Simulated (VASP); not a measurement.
Crystal: ZnSe.

```
Zn Se
1.0
     3.32515    0.00000    0.00000
     0.00000    3.32515    0.00000
     0.00000    0.00000    3.32515
Zn Se
1 1
Direct
  0.00000 0.00000 0.00000
  0.50000 0.50000 0.50000
```

Program: VASP 6.6.1. Alike in all runs: task single point; no spin polarisation; cell as given; cutoff (eV) 520.

Q: Order these runs on this cell by their pressure, lowest first.
A. level HSE06; potentials or basis VASP PAW PBE potentials, release 64 (Zn, Se); k mesh 4 × 4 × 4; smearing fermi-dirac 0.02 eV; grid for exact exchange (PRECFOCK) Normal; screening parameter 0.2079 1/Å
B. level PBEsol; potentials or basis VASP PAW PBE potentials, release 64 (Zn, Se); k mesh 6 × 6 × 6; smearing methfessel-paxton 0.05 eV
C. level LDA; potentials or basis VASP PAW LDA potentials, release 64 (Zn, Se); k mesh 6 × 6 × 6; smearing fermi-dirac 0.02 eV

A: C (-5.0 GPa), B (-2.9 GPa), A (1.6 GPa).

Caveats: some runs use coarse meshes; the PAW data sets were made with another functional, which shifts forces and pressure a little (some runs).
